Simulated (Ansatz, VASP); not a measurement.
Sn3As in VASP and in Ansatz

```xyz
4
Lattice="0.0000 3.7073 3.7073 3.7073 0.0000 3.7073 3.7073 3.7073 0.0000" Properties=species:S:1:pos:R:3 pbc="T T T"
Sn    0.0000    0.0000    0.0000
Sn    1.8537    1.8537    1.8537
Sn    5.5610    5.5610    5.5610
As    3.7073    3.7073    3.7073
```

Alike in both runs: functional PBE; k mesh 12 × 12 × 12; occupations gaussian, width 0.1 eV; no spin polarisation.

Ansatz relaxed the structure, and its values are those at the end. VASP's run is a single point on that final structure, the one shown.

|  | VASP | Ansatz |
| --- | --- | --- |
| version | VASP 6.6.1 | Ansatz 0.2.0 |
| potentials or method | VASP PAW PBE potentials, release 64 (Sn_d, As), cutoff 520 eV | scalar-relativistic, plane waves, PAW |
| valence electrons in the cell | 47 | 57 |

```tsv
	VASP	Ansatz	Ansatz less VASP
gap on the k mesh at the Fermi level (eV)	none	none	-
pressure (GPa)	-0.1	0.0	+0.03
```

A gap of «none» marks a metal or a gap that the smearing closes. VASP's potentials hold 47 valence electrons a cell and Ansatz's 57, so a difference there can come from the potentials and not from the codes.
